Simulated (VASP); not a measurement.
# Sr (Pm-3m) in VASP: single point with r2SCAN

Aim: the single point of Sr with r2SCAN.

Program: VASP 6.6.1. These are calculated values, not measurements. Logs are shortened: lines on timing, memory, paths and dates and some standing lists are left out, and cuts for length are marked.

**1. The cell of the first run**

It takes space group Pm-3m (No. 221, cubic). The conventional cell has a = 3.849 Å, b = 3.849 Å, c = 3.849 Å, α = 90.00°, β = 90.00°, γ = 90.00°. Within 5.1 Å of Sr (site symmetry m-3m) lie 6 Sr at 3.85 Å.

This isn't the form of Sr at room conditions, which is fcc.

**2. Single point, r2SCAN**

POSCAR

```
Sr
1.0
   -1.2831491837      2.5662983673      2.5662983673
    2.5662983673     -1.2831491837      2.5662983673
    2.5662983673      2.5662983673     -1.2831491837
Sr
1
Direct
    0.0000000000      0.0000000000      0.0000000000
```

INCAR.step1

```
SYSTEM = Sr
PREC = Accurate ; ENCUT = 520
ISMEAR = 0 ; SIGMA = 0.15
LREAL = .FALSE. ; LASPH = .TRUE.
NELM = 80 ; NBANDS = 11
GGA = PE ; ALGO = Normal
EDIFF = 1E-4 ; LWAVE = .TRUE.
LCHARG = .FALSE.
```

INCAR.step2

```
SYSTEM = Sr
PREC = Accurate ; ENCUT = 520
EDIFF = 1E-7 ; ISMEAR = 0
SIGMA = 0.15 ; LREAL = .FALSE.
LASPH = .TRUE. ; NELM = 80
ALGO = Normal ; ISIF = 2
LWAVE = .FALSE. ; LCHARG = .FALSE.
METAGGA = R2SCAN ; LMIXTAU = .TRUE.
NBANDS = 11 ; ISTART = 1
```

KPOINTS

```
Automatic mesh
0
G
  16 16 16
  0 0 0
```

Potentials or basis: VASP PAW PBE potentials, release 64 (Sr_sv).

Run with:

```console
$ cat potpaw_PBE.64/Sr_sv/POTCAR > POTCAR
$ cp INCAR.step1 INCAR
$ mpirun -np 1 vasp_std > vasp.out
$ cp INCAR.step2 INCAR
$ mpirun -np 1 vasp_std > vasp.out
```

OUTCAR:

```text
SYSTEM = Sr
   PREC = Accurate
   ENCUT = 520
   EDIFF = 1E-7
   ISMEAR = 0
   LREAL = .FALSE.
   LASPH = .TRUE.
   NELM = 80
   ISIF = 2
   METAGGA = R2SCAN
   ISTART = 1

 ion  position               nearest neighbor table
   1  0.000  0.000  0.000-

  LATTYP: Found a simple cubic cell.
 ALAT       =     3.8494475510

  Lattice vectors:

 A1 = (  -1.2831491837,   2.5662983673,   2.5662983673)
 A2 = (   2.5662983673,  -1.2831491837,   2.5662983673)
 A3 = (   2.5662983673,   2.5662983673,  -1.2831491837)

Analysis of symmetry for initial positions (statically):
=====================================================================
 Subroutine PRICEL returns:
 Original cell was already a primitive cell.

 Routine SETGRP: Setting up the symmetry group for a
 simple cubic supercell.

 Subroutine GETGRP returns: Found 48 space group operations
 (whereof 48 operations were pure point group operations)
 out of a pool of 48 trial point group operations.

The static configuration has the point symmetry O_h .

Analysis of symmetry for dynamics (positions and initial velocities):
=====================================================================
 Subroutine PRICEL returns:
 Original cell was already a primitive cell.

 Routine SETGRP: Setting up the symmetry group for a
 simple cubic supercell.

 Subroutine GETGRP returns: Found 48 space group operations
 (whereof 48 operations were pure point group operations)
 out of a pool of 48 trial point group operations.

The dynamic configuration has the point symmetry O_h .

 Subroutine INISYM returns: Found 48 space group operations
 (whereof 48 operations are pure point group operations),
 and found     1 'primitive' translations

----------------------------------------------------------------------------------------

                                     Primitive cell

  volume of cell :      57.0421

  direct lattice vectors                    reciprocal lattice vectors
    -1.283149184  2.566298367  2.566298367    -0.086592512  0.173185024  0.173185024
     2.566298367 -1.283149184  2.566298367     0.173185024 -0.086592512  0.173185024
     2.566298367  2.566298367 -1.283149184     0.173185024  0.173185024 -0.086592512

  length of vectors
     3.849447551  3.849447551  3.849447551     0.259777536  0.259777536  0.259777536

  position of ions in fractional coordinates (direct lattice)
     0.000000000  0.000000000  0.000000000

  ion indices of the primitive-cell ions
   primitive index   ion index
                 1           1

----------------------------------------------------------------------------------------

 KPOINTS: Automatic mesh

Automatic generation of k-mesh.
 Grid dimensions read from file:
 generate k-points for:   16   16   16

 Generating k-lattice:

  Cartesian coordinates                     Fractional coordinates (reciprocal lattice)
    -0.005412032  0.010824064  0.010824064     0.062500000  0.000000000 -0.000000000
     0.010824064 -0.005412032  0.010824064     0.000000000  0.062500000 -0.000000000
     0.010824064  0.010824064 -0.005412032    -0.000000000 -0.000000000  0.062500000

  Length of vectors
     0.016236096  0.016236096  0.016236096

  Shift w.r.t. Gamma in fractional coordinates (k-lattice)
     0.000000000  0.000000000  0.000000000

 Subroutine IBZKPT returns following result:
 ===========================================

 Found    165 irreducible k-points:

 Following reciprocal coordinates:
            Coordinates               Weight
  0.000000  0.000000  0.000000      1.000000
  0.062500  0.000000  0.000000      6.000000
  0.125000  0.000000  0.000000      6.000000
  0.187500  0.000000  0.000000      6.000000
  0.250000  0.000000  0.000000      6.000000
  0.312500  0.000000 -0.000000      6.000000
[... 16 lines left out ...]
  0.437500  0.125000  0.000000     24.000000
  0.500000  0.125000 -0.000000     12.000000
 [... further k-points ...]
   k-points           NKPTS =    165   k-points in BZ     NKDIM =    165   number of bands    NBANDS=     11
   number of dos      NEDOS =    301   number of ions     NIONS =      1
   total plane-waves  NPLWV =  27000
   dimension x,y,z NGX =    30 NGY =   30 NGZ =   30
   dimension x,y,z NGXF=    60 NGYF=   60 NGZF=   60
   ions per type =               1
   NGX,Y,Z   is equivalent  to a cutoff of  12.96, 12.96, 12.96 a.u.
   NGXF,Y,Z  is equivalent  to a cutoff of  25.91, 25.91, 25.91 a.u.
 SYSTEM =  Sr
   PREC   = accura    normal or accurate (medium, high low for compatibility)
   ISTART =      1    job   : 0-new  1-cont  2-samecut
   ICHARG =      0    charge: 1-file 2-atom 10-const
   ISPIN  =      1    spin polarized calculation?
   LNONCOLLINEAR =      F non collinear calculations
   LSORBIT =      F    spin-orbit coupling
   LASPH  =      T    aspherical Exc in radial PAW
   ENCUT  =  520.0 eV  38.22 Ry    6.18 a.u.   7.16  7.16  7.16*2*pi/ulx,y,z
   NELM   =     80;   NELMIN=  2; NELMDL=  0     # of ELM steps
   EDIFF  = 0.1E-06   stopping-criterion for ELM
   LREAL  =      F    real-space projection
   EDIFFG = 0.1E-05   stopping-criterion for IOM
   NSW    =      0    number of steps for IOM
   IBRION =     -1    ionic relax: 0-MD 1-quasi-New 2-CG
   NFREE  =      0    steps in history (QN), initial steepest desc. (CG)
   ISIF   =      2    stress and relaxation
   ISYM   =      2    0-nonsym 1-usesym 2-fastsym
   POTIM  = 0.5000    time-step for ionic-motion
   TEBEG  =    0.0;   TEEND  =   0.0 temperature during run
   PSTRESS=    0.0 pullay stress
   NELECT =      10.0000    total number of electrons
   NUPDOWN=      -1.0000    fix difference up-down
   EMIN   =  10.00;   EMAX   =-10.00  energy-range for DOS
   EFERMI =   0.00;   METHOD = LEGACY
   ISMEAR =     0;   SIGMA  =   0.15  broadening in eV -4-tet -1-fermi 0-gaus
   EFERMI_NEDOS =   21; number of points for ismear=-14 and -15
   IALGO  =     38    algorithm
   IMIX   =      4    mixing-type and parameters
     AMIX     =   0.40;   BMIX     =  1.00
     AMIX_MAG =   1.60;   BMIX_MAG =  1.00
  volume/ion in A,a.u.               =      57.04       384.94
  Fermi-wavevector in a.u.,A,eV,Ry     =   0.916241  1.731445 11.422060  0.839498
  Thomas-Fermi vector in A             =   2.041074
   LORBIT       =      0    0 simple, 1 ext, 2 COOP (PROOUT), +10 PAW based schemes
   METAGGA = R2SCAN    functional components
   LHFCALC =     F    Hartree Fock is set to
   AEXX    =    0.0000 exact exchange contribution
   IVDW    =     0    specifies the selected vdW correction
   LEPSILON=     F    determine dielectric tensor
   LRPA    =     F    only Hartree local field effects (RPA)
 non-spin polarized calculation
 Gauss-broadening in eV      SIGMA  =   0.15
  energy-cutoff  :      520.00
  volume of cell :       57.04
 maximum number of plane-waves:      1568
 NGX is ok and might be reduce to    30
   NGX = 15   NGY = 15   NGZ = 15

 number of electron      10.0000000 magnetization

 Free energy of the ion-electron system (eV)
  ---------------------------------------------------
  ext. energy  EPLUGINS =         0.00000000
  ---------------------------------------------------
  free energy    TOTEN  =       -14.73006176 eV

  energy without entropy =      -14.71919339  energy(sigma->0) =      -14.72462757

 E-fermi :   1.3673     XC(G=0):  -7.6324

 val. band max:        1.3506399414   @ k =   0.4375   0.0625   0.0625
 cond. band min:       1.3687891585   @ k =   0.4375   0.1250   0.0000
 fundamental gap:      0.0181492171
 Fermi energy:         1.3673047588

 k-point     1 :       0.0000    0.0000    0.0000
  band No.  band energies     occupation
      1     -36.9544      2.00000
      2     -18.1847      2.00000
      3     -18.1847      2.00000
      4     -18.1847      2.00000
      5      -2.1899      2.00000
      6       2.3270      0.00000
      7       2.3270      0.00000
      8       6.6724      0.00000
      9       6.6724      0.00000
     10       6.6724      0.00000
     11       9.2233      0.00000

 k-point     2 :       0.0625    0.0000    0.0000
  band No.  band energies     occupation
      1     -36.9537      2.00000
      2     -18.1956      2.00000
      3     -18.1838      2.00000
      4     -18.1838      2.00000
      5      -2.1359      2.00000
      6       2.3473      0.00000
      7       2.3493      0.00000
      8       6.5352      0.00000
      9       6.5352      0.00000
     10       6.6796      0.00000
     11       8.9266      0.00000

 k-point     3 :       0.1250    0.0000    0.0000
  band No.  band energies     occupation
      1     -36.9517      2.00000
      2     -18.2264      2.00000
      3     -18.1811      2.00000
      4     -18.1811      2.00000
      5      -1.9767      2.00000
      6       2.4009      0.00000
      7       2.4066      0.00000
      8       6.2114      0.00000
      9       6.2114      0.00000
     10       6.7003      0.00000
     11       8.3211      0.00000

 k-point     4 :       0.1875    0.0000    0.0000
  band No.  band energies     occupation
      1     -36.9488      2.00000
      2     -18.2720      2.00000
      3     -18.1771      2.00000
      4     -18.1771      2.00000
      5      -1.7200      2.00000
      6       2.4340      0.00000
      7       2.4991      0.00000
      8       5.8315      0.00000
      9       5.8315      0.00000
     10       6.7315      0.00000
     11       7.7468      0.00000

 k-point     5 :       0.2500    0.0000    0.0000
  band No.  band energies     occupation
      1     -36.9453      2.00000
      2     -18.3252      2.00000
      3     -18.1724      2.00000
      4     -18.1724      2.00000
      5      -1.3776      2.00000
      6       2.3733      0.00000
      7       2.6147      0.00000
      8       5.4706      0.00000
      9       5.4706      0.00000
     10       6.7690      0.00000
     11       7.3834      0.00000
[... 211 lines left out ...]
 k-point    21 :       0.3125    0.1250    0.0000
  band No.  band energies     occupation
      1     -36.9391      2.00000
      2     -18.3727      2.00000
      3     -18.2078      2.00000
      4     -18.1642      2.00000
      5      -0.7710      2.00000
      6       2.2380      0.00000
      7       2.8462      0.00000
      8       4.7397      0.00000
      9       5.2174      0.00000
     10       6.4536      0.00000
     11       7.6172      0.00000

 k-point    22 :       0.3750    0.1250    0.0000
  band No.  band energies     occupation
      1     -36.9362      2.00000
      2     -18.4164      2.00000
      3     -18.2034      2.00000
      4     -18.1602      2.00000
      5      -0.3112      2.00000
      6       1.8436      0.00001
      7       2.9716      0.00000
      8       4.6191      0.00000
      9       4.9957      0.00000
     10       6.4947      0.00000
     11       7.6665      0.00000

 k-point    23 :       0.4375    0.1250    0.0000
  band No.  band energies     occupation
      1     -36.9342      2.00000
      2     -18.4453      2.00000
      3     -18.2005      2.00000
      4     -18.1575      2.00000
      5       0.1740      2.00000
      6       1.3688      0.98883
      7       3.0657      0.00000
      8       4.5376      0.00000
      9       4.8580      0.00000
     10       6.5233      0.00000
     11       7.8589      0.00000

 k-point    24 :       0.5000    0.1250   -0.0000
  band No.  band energies     occupation
      1     -36.9335      2.00000
      2     -18.4554      2.00000
      3     -18.1995      2.00000
      4     -18.1566      2.00000
      5       0.5130      2.00000
      6       1.0286      1.99859
      7       3.1014      0.00000
      8       4.5059      0.00000
      9       4.8114      0.00000
     10       6.5335      0.00000
     11       7.9688      0.00000

 [... further k-points ...]

------------------------ aborting loop because EDIFF is reached ----------------------------------------

  FORCE on cell =-STRESS in cart. coord.  units (eV):
  Direction    XX          YY          ZZ          XY          YZ          ZX
  --------------------------------------------------------------------------------------
  -------------------------------------------------------------------------------------
  Total       -0.0764987     -0.0764987     -0.0764987      0.0000000      0.0000000      0.0000000
  in kB       -2.1486679     -2.1486679     -2.1486679      0.0000000      0.0000000      0.0000000
  external PRESSURE =      -2.1486679 kB  Pullay stress =       0.0000000 kB

 VOLUME and BASIS-vectors are now :
 -----------------------------------------------------------------------------
  energy-cutoff  :      520.00
  volume of cell :       57.04
      direct lattice vectors                 reciprocal lattice vectors
    -1.283149184  2.566298367  2.566298367    -0.086592512  0.173185024  0.173185024
     2.566298367 -1.283149184  2.566298367     0.173185024 -0.086592512  0.173185024
     2.566298367  2.566298367 -1.283149184     0.173185024  0.173185024 -0.086592512

 POSITION                                       TOTAL-FORCE (eV/Angst)
 -----------------------------------------------------------------------------------
      0.00000      0.00000      0.00000        -0.000000      0.000000      0.000000
 -----------------------------------------------------------------------------------
    total drift:                               -0.000000      0.000000      0.000000

  FREE ENERGIE OF THE ION-ELECTRON SYSTEM (eV)
  ---------------------------------------------------
  free  energy   TOTEN  =       -14.7300617611 eV

  energy  without entropy=      -14.7191933854  energy(sigma->0) =      -14.72462757
```

Run time: 2.8 min. Hardware: 1 thread of Intel Xeon 6975P-C (Granite Rapids), shared host; peak memory 0.24 GiB.

Results:

```
Free energy            : -14.7301 eV
Pressure               : -0.2 GPa
Band gap on the k mesh : zero (bands 5 and 6 overlap by 0.98 eV)
```

Levels at points of the mesh, in eV from the Fermi level:
| k point | band 2 | band 3 | band 4 | band 5 | band 6 | band 7 | band 8 | band 9 |
| --- | --- | --- | --- | --- | --- | --- | --- | --- |
| (0.00, 0.00, 0.00) | -19.55 | -19.55 | -19.55 | -3.56 | 0.96 | 0.96 | 5.31 | 5.31 |
| (0.50, 0.00, 0.00) | -19.83 | -19.53 | -19.53 | -1.10 | -0.33 | 1.59 | 3.38 | 3.38 |
| (0.50, 0.50, 0.00) | -19.79 | -19.79 | -19.50 | -0.52 | 1.06 | 2.40 | 2.40 | 3.85 |
| (0.50, 0.50, 0.50) | -19.76 | -19.76 | -19.76 | 0.62 | 0.62 | 0.62 | 4.71 | 5.61 |

Caveat: the PAW data sets were made with another functional, which shifts forces and pressure a little.
